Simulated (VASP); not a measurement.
# TiO2 (P4_2/mnm) in VASP: settings compared, part 2 of 2

VASP 6.6.1. The steps go on from the part before.

## 3. Single point, PBE+D3(BJ)

INCAR reads:

```
  PREC = Accurate
  ENCUT = 520
  EDIFF = 1E-6
  ISMEAR = 0
  SIGMA = 0.01
  LREAL = F
  LASPH = T
  NELM = 100
  ALGO = Normal
  ISIF = 2
  LWAVE = F
  LCHARG = F
  GGA = PE
  IVDW = 12
  NBANDS = 33
```

KPOINTS reads:

```
Automatic mesh
0
Gamma
  4 4 6
```

POSCAR reads:

```
TiO2
1.0
    4.6075477572      0.0000000000      0.0000000000
    0.0000000000      4.6075477572      0.0000000000
    0.0000000000      0.0000000000      2.9545750483
Ti O
2 4
Direct
    0.0000000000      0.0000000000      0.0000000000
    0.5000000000      0.5000000000      0.5000000000
    0.3043970330      0.3043970330      0.0000000000
    0.1956029670      0.8043970330      0.5000000000
    0.6956029670      0.6956029670      0.0000000000
    0.8043970330      0.1956029670      0.5000000000
```

Potentials or basis: VASP PAW PBE potentials, release 64 (Ti_sv, O).

Run with:

```
$ cat potpaw_PBE.64/Ti_sv/POTCAR potpaw_PBE.64/O/POTCAR > POTCAR
$ mpirun -np 1 vasp_std > vasp.out
```

OUTCAR:

```text
PREC = Accurate
   ENCUT = 520
   EDIFF = 1E-6
   ISMEAR = 0
   LREAL = F
   LASPH = T
   NELM = 100
   ISIF = 2
   GGA = PE
   IVDW = 12
 IVDW          = 12

 ion  position               nearest neighbor table
   1  0.000  0.000  0.000-   4 1.95   6 1.95   4 1.95   6 1.95   5 1.98   3 1.98
   2  0.500  0.500  0.500-   3 1.95   5 1.95   3 1.95   5 1.95   4 1.98   6 1.98
   3  0.304  0.304  0.000-   2 1.95   2 1.95   1 1.98
   4  0.196  0.804  0.500-   1 1.95   1 1.95   2 1.98
   5  0.696  0.696  0.000-   2 1.95   2 1.95   1 1.98
   6  0.804  0.196  0.500-   1 1.95   1 1.95   2 1.98

  LATTYP: Found a simple tetragonal cell.
 ALAT       =     4.6075477572
 C/A-ratio  =     0.6412467551

  Lattice vectors:

 A1 = (   4.6075477572,   0.0000000000,   0.0000000000)
 A2 = (   0.0000000000,   4.6075477572,   0.0000000000)
 A3 = (   0.0000000000,   0.0000000000,   2.9545750483)

Analysis of symmetry for initial positions (statically):
=====================================================================
 Subroutine PRICEL returns:
 Original cell was already a primitive cell.

[... 182 lines left out ...]
 cond. band min:       6.6398836356   @ k =   0.0000   0.0000   0.0000
 fundamental gap:      1.8416647752
 Fermi energy:         4.8661704317

 k-point     1 :       0.0000    0.0000    0.0000
  band No.  band energies     occupation
      1     -52.1361      2.00000
      2     -52.1195      2.00000
      3     -28.4393      2.00000
      4     -28.4393      2.00000
      5     -28.2776      2.00000
      6     -28.2776      2.00000
[... 853 lines left out ...]
     32      10.6653      0.00000
     33      10.7682      0.00000

------------------------ aborting loop because EDIFF is reached ----------------------------------------

 Edisp (eV)   -1.48465

 E8    (eV) :    -0.5911

  FORCE on cell =-STRESS in cart. coord.  units (eV):
  Direction    XX          YY          ZZ          XY          YZ          ZX
  --------------------------------------------------------------------------------------
  -------------------------------------------------------------------------------------
  Total       0.24419     0.24419     0.35657     0.00000     0.00000     0.00000
  in kB       6.23744     6.23744     9.10795     0.00000     0.00000     0.00000
  external pressure =        7.19 kB  Pullay stress =        0.00 kB

 VOLUME and BASIS-vectors are now :
 -----------------------------------------------------------------------------
  energy-cutoff  :      520.00
  volume of cell :       62.72
      direct lattice vectors                 reciprocal lattice vectors
     4.607547757  0.000000000  0.000000000     0.217035189  0.000000000  0.000000000
     0.000000000  4.607547757  0.000000000     0.000000000  0.217035189  0.000000000
     0.000000000  0.000000000  2.954575048     0.000000000  0.000000000  0.338458148

 POSITION                                       TOTAL-FORCE (eV/Angst)
 -----------------------------------------------------------------------------------
      0.00000      0.00000      0.00000         0.000000      0.000000      0.000000
      2.30377      2.30377      1.47729         0.000000      0.000000      0.000000
      1.40252      1.40252      0.00000        -0.020474     -0.020474     -0.000000
      0.90125      3.70630      1.47729         0.020474     -0.020474      0.000000
      3.20502      3.20502      0.00000         0.020474      0.020474      0.000000
      3.70630      0.90125      1.47729        -0.020474      0.020474      0.000000
 -----------------------------------------------------------------------------------
    total drift:                                0.000000      0.000000      0.000000

  FREE ENERGIE OF THE ION-ELECTRON SYSTEM (eV)
  ---------------------------------------------------
  free  energy   TOTEN  =       -55.1396369769 eV

  energy  without entropy=      -55.1396369769  energy(sigma->0) =      -55.13963698
```

OSZICAR:

```text
N       E                     dE             d eps       ncg     rms          rms(c)
DAV:   1     0.652317837421E+03    0.65232E+03   -0.24239E+04  1584   0.172E+03
DAV:   2     0.281264818203E+02   -0.62419E+03   -0.57785E+03  1721   0.511E+02
DAV:   3    -0.658978206041E+02   -0.94024E+02   -0.91887E+02  2153   0.190E+02
DAV:   4    -0.709878013753E+02   -0.50900E+01   -0.50781E+01  2297   0.419E+01
DAV:   5    -0.711620331808E+02   -0.17423E+00   -0.17421E+00  2122   0.638E+00    0.313E+01
DAV:   6    -0.539970844328E+02    0.17165E+02   -0.75127E+01  2069   0.883E+01    0.111E+01
DAV:   7    -0.539403044539E+02    0.56780E-01   -0.13403E+01  1984   0.329E+01    0.915E+00
DAV:   8    -0.538173995218E+02    0.12290E+00   -0.43901E-01  1890   0.505E+00    0.738E+00
DAV:   9    -0.538215057168E+02   -0.41062E-02   -0.13820E+00  2050   0.138E+01    0.366E+00
DAV:  10    -0.536651693825E+02    0.15634E+00   -0.71775E-01  1997   0.834E+00    0.919E-01
DAV:  11    -0.536566116218E+02    0.85578E-02   -0.35881E-02  1880   0.148E+00    0.512E-01
DAV:  12    -0.536557306925E+02    0.88093E-03   -0.86313E-03  1796   0.892E-01    0.219E-01
DAV:  13    -0.536550276065E+02    0.70309E-03   -0.15741E-03  2159   0.356E-01    0.581E-02
DAV:  14    -0.536550212974E+02    0.63092E-05   -0.91432E-05  2103   0.805E-02    0.517E-02
DAV:  15    -0.536549852190E+02    0.36078E-04   -0.12585E-04  2130   0.101E-01    0.533E-03
DAV:  16    -0.536549860446E+02   -0.82561E-06   -0.10752E-05  1643   0.252E-02    0.579E-03
DAV:  17    -0.536549859951E+02    0.49544E-07   -0.63617E-07  1025   0.947E-03
   1 F= -.55139637E+02 E0= -.55139637E+02  d E =-.519961E-24
```

Wall time 51 s (1 thread of Intel Xeon Platinum 8259CL at 2.50GHz (Skylake/Cascade Lake), shared host); peak memory 0.2 GiB.

Results:

| Item | Value |
| --- | --- |
| Free energy | -55.1396 eV |
| Pressure | 0.7 GPa |
| Largest force | 0.029 eV/Å |
| Band gap on the k mesh | 1.84 eV |
| Dispersion energy per atom | -0.247 eV |

Forces in eV/Å, atoms in the order of the input:
```
Ti   0.000  0.000  0.000
Ti   0.000  0.000  0.000
O   -0.020 -0.020  0.000
O    0.020 -0.020  0.000
O    0.020  0.020  0.000
O   -0.020  0.020  0.000
```

## 4. Single point, r2SCAN

This run uses another cell than the first one, of 10.40 Å³/atom.

POSCAR reads:

```
TiO2
1.0
    4.5968052212      0.0000000000      0.0000000000
    0.0000000000      4.5968052212      0.0000000000
    0.0000000000      0.0000000000      2.9537277719
Ti O
2 4
Direct
    0.0000000000      0.0000000000      0.0000000000
    0.5000000000      0.5000000000      0.5000000000
    0.3046339127      0.3046339127      0.0000000000
    0.1953660873      0.8046339127      0.5000000000
    0.6953660873      0.6953660873      0.0000000000
    0.8046339127      0.1953660873      0.5000000000
```

INCAR.step1 reads:

```
SYSTEM = TiO2
PREC = Accurate ; ENCUT = 520
ISMEAR = 0 ; SIGMA = 0.01
LREAL = .False. ; LASPH = .True.
NELM = 60 ; NBANDS = 33
GGA = PE ; ALGO = Normal
EDIFF = 1E-4 ; LWAVE = .True.
LCHARG = .False.
```

INCAR.step2 reads:

```
SYSTEM = TiO2
PREC = Accurate ; ENCUT = 520
EDIFF = 1E-6 ; ISMEAR = 0
SIGMA = 0.01 ; LREAL = .False.
LASPH = .True. ; NELM = 60
ALGO = Normal ; ISIF = 2
LWAVE = .False. ; LCHARG = .False.
METAGGA = R2SCAN ; LMIXTAU = .True.
NBANDS = 33 ; ISTART = 1
```

KPOINTS reads:

```
regular mesh
0
Gamma
  4 4 6
  0 0 0
```

Run with:

```
$ cat potpaw_PBE.64/Ti_sv/POTCAR potpaw_PBE.64/O/POTCAR > POTCAR
$ cp INCAR.step1 INCAR
$ mpirun -np 1 vasp_std > vasp.out
$ cp INCAR.step2 INCAR
$ mpirun -np 1 vasp_std > vasp.out
```

It took 2.4 min on 1 thread of Intel Xeon Platinum 8259CL at 2.50GHz (Skylake/Cascade Lake), shared host; peak memory 0.19 GiB.

It converged, with:

```yaml
Free_energy: -69.7936 eV
Pressure: 1.3 GPa
Largest_force: 0.036 eV/Å
Band_gap_on_the_k_mesh: 2.23 eV
```

Forces on the atoms (eV/Å):
```
Ti   0.000  0.000  0.000
Ti   0.000  0.000  0.000
O   -0.026 -0.026  0.000
O    0.026 -0.026  0.000
O    0.026  0.026  0.000
O   -0.026  0.026  0.000
```

Stress tensor (GPa, compression positive):
```
1.03 0.00 0.00
0.00 1.03 0.00
0.00 0.00 1.75
```

Levels at points of the mesh, in eV from the valence-band top:
```
           k point  band 20  band 21  band 22  band 23  band 24  band 25  band 26  band 27  band 28  band 29
(0.00, 0.00, 0.00)    -2.07    -0.76    -0.49    -0.49     0.00     2.23     2.55     2.79     2.88     2.88
(0.50, 0.00, 0.00)    -3.15    -1.70    -1.70    -0.77    -0.77     2.92     2.92     3.41     3.41     3.95
(0.50, 0.50, 0.00)    -2.21    -1.38    -1.38    -1.13    -1.13     2.27     2.27     2.90     2.90     4.21
(0.00, 0.00, 0.50)    -2.88    -2.40    -2.40    -1.48    -1.48     3.33     3.33     3.59     3.59     4.04
(0.50, 0.00, 0.50)    -2.47    -2.08    -2.08    -1.09    -1.09     2.29     2.29     3.62     3.62     4.29
(0.50, 0.50, 0.50)    -2.86    -1.32    -1.32    -0.72    -0.72     2.97     2.97     3.60     3.60     3.64
```

Caveat: the PAW data sets were made with another functional, which shifts forces and pressure a little. r2SCAN opens gaps a little over a GGA but as a rule still falls short of measured ones.

## 5. Relaxation of cell and atoms, PBE+D4

This run uses another cell than the first one, of 10.39 Å³/atom.

INCAR reads:

```
PREC = Accurate
ENCUT = 600
EDIFF = 1E-7
ISMEAR = 0
SIGMA = 0.01
LREAL = F
LASPH = T
NELM = 60
ALGO = Normal
ISIF = 3
LWAVE = F
LCHARG = F
GGA = PE
IVDW = 13
IBRION = 2
NSW = 100
EDIFFG = -0.02
```

KPOINTS reads:

```
regular mesh
0
Gamma
  4 4 6
```

POSCAR reads:

```
TiO2
1.0
    4.5922000000      0.0000000000      0.0000000000
    0.0000000000      4.5922000000      0.0000000000
    0.0000000000      0.0000000000      2.9574000000
Ti O
2 4
Direct
    0.0000000000      0.0000000000      0.0000000000
    0.5000000000      0.5000000000      0.5000000000
    0.3049600000      0.3049600000      0.0000000000
    0.1950400000      0.8049600000      0.5000000000
    0.6950400000      0.6950400000      0.0000000000
    0.8049600000      0.1950400000      0.5000000000
```

Run with:

```
$ cat potpaw_PBE.64/Ti_sv/POTCAR potpaw_PBE.64/O/POTCAR > POTCAR
$ mpirun -np 1 vasp_std > vasp.out
```

It took 2.9 min on 1 thread of Intel Xeon Platinum 8259CL at 2.50GHz (Skylake/Cascade Lake), shared host; peak memory 0.21 GiB.

The run converged. Its results:

| Property | Result |
| --- | --- |
| Free energy | -54.8984 eV |
| Relaxed volume | 10.47 Å³/atom |
| Relaxed cell | a = 4.608 Å, b = 4.608 Å, c = 2.959 Å, α = 90.00°, β = 90.00°, γ = 90.00° |
| Space group after relaxing (to 0.1 Å) | P4_2/mnm (No. 136) |
| Energy gained by relaxing | 0.6 meV/atom |
| Ionic steps | 4 |
| Pressure after relaxing | 0.0 GPa |
| Band gap on the k mesh | 1.84 eV |
| Dispersion energy per atom | -0.206 eV |

Stress tensor (GPa, compression positive):
```
 0.04  0.00  0.00
 0.00  0.04  0.00
 0.00  0.00 -0.13
```

The path:
| step | energy change (eV) | largest force (eV/Å) | pressure (GPa) | volume (Å³) |
| --- | --- | --- | --- | --- |
| 1 | 0.0000 | 0.1042 | 1.76 | 62.37 |
| 2 | 0.0011 | 0.0737 | -2.23 | 63.40 |
| 3 | -0.0031 | 0.0204 | -0.11 | 62.84 |
| 4 | -0.0034 | 0.0010 | -0.02 | 62.83 |

Final structure:
```
CELL_PARAMETERS angstrom
4.60796 0.00000 0.00000
0.00000 4.60796 0.00000
0.00000 0.00000 2.95885
ATOMIC_POSITIONS crystal
Ti 0.00000 0.00000 0.00000
Ti 0.50000 0.50000 0.50000
O 0.30444 0.30444 0.00000
O 0.19556 0.80444 0.50000
O 0.69556 0.69556 0.00000
O 0.80444 0.19556 0.50000
```

Levels at points of the mesh, in eV from the valence-band top:
```tsv
k point	band 21	band 22	band 23	band 24	band 25	band 26	band 27	band 28
(0.00, 0.00, 0.00)	-0.70	-0.45	-0.45	0.00	1.84	2.12	2.38	2.47
(0.50, 0.00, 0.00)	-1.63	-1.63	-0.74	-0.74	2.50	2.50	2.99	2.99
(0.50, 0.50, 0.00)	-1.30	-1.30	-1.07	-1.07	1.87	1.87	2.49	2.49
(0.00, 0.00, 0.50)	-2.34	-2.34	-1.42	-1.42	2.93	2.93	3.15	3.15
(0.50, 0.00, 0.50)	-2.03	-2.03	-1.03	-1.03	1.89	1.89	3.17	3.17
(0.50, 0.50, 0.50)	-1.28	-1.28	-0.67	-0.67	2.57	2.57	3.17	3.18
```

A k mesh can miss the band edges. Zero-point motion and thermal expansion aren't in these numbers.

## 6. Summary

| task | level | cell | cutoff (eV) | gap on the mesh (eV) | pressure (GPa) | largest force (eV/Å) |
| --- | --- | --- | --- | --- | --- | --- |
| single point | PBE+D4 | a = 4.607, b = 4.607, c = 2.955 Å, 6 atoms, atomic positions A | 520 | 1.85 | 0.7 | 0.02 |
| single point | PBE+D3(BJ) | a = 4.608, b = 4.608, c = 2.955 Å, 6 atoms, atomic positions B | 520 | 1.84 | 0.7 | 0.03 |
| single point | r2SCAN | a = 4.597, b = 4.597, c = 2.954 Å, 6 atoms, atomic positions C | 520 | 2.23 | 1.3 | 0.04 |
| relaxation of cell and atoms | PBE+D4 | relaxed from a = 4.592, b = 4.592, c = 2.957 Å, 6 atoms, atomic positions D | 600 | 1.84 | 0.0 | - |

Alike in all rows: potentials or basis VASP PAW PBE potentials, release 64 (Ti_sv, O); no spin polarisation; k mesh 4 × 4 × 6; smearing gaussian 0.01 eV.

Caveats: the PAW data sets were made with another functional, which shifts forces and pressure a little (at least some runs).

Absolute energies hang on the potentials; compare differences alone.

## 7. How close it comes

Step 2. Against the measured gap of TiO2, 3.03 eV (direct; 1.6 K; quoted in “Shallow Valence Band of Rutile GeO2 and P-type Doping”, 2020, arxiv:2011.08928), the calculated 1.85 eV is off by -1.18 eV. 2 values of this kind are on record in papers (3.03 to 3.05 eV); this one was drawn at random among those near their median. The value is that of PBE+D4 on a finite k mesh, which can miss the band edges, without temperature or zero-point motion. Semilocal functionals fall short of measured gaps as a rule.

Step 3. Measured gap of TiO2: 3.03 eV (direct; 1.6 K; quoted in “Shallow Valence Band of Rutile GeO2 and P-type Doping”, 2020, arxiv:2011.08928). This calculation gives 1.84 eV (-1.19 eV). 2 values of this kind are on record in papers (3.03 to 3.05 eV); this one was drawn at random among those near their median. The value is that of PBE+D3(BJ) on a finite k mesh, which can miss the band edges, without temperature or zero-point motion. Semilocal functionals fall short of measured gaps as a rule.
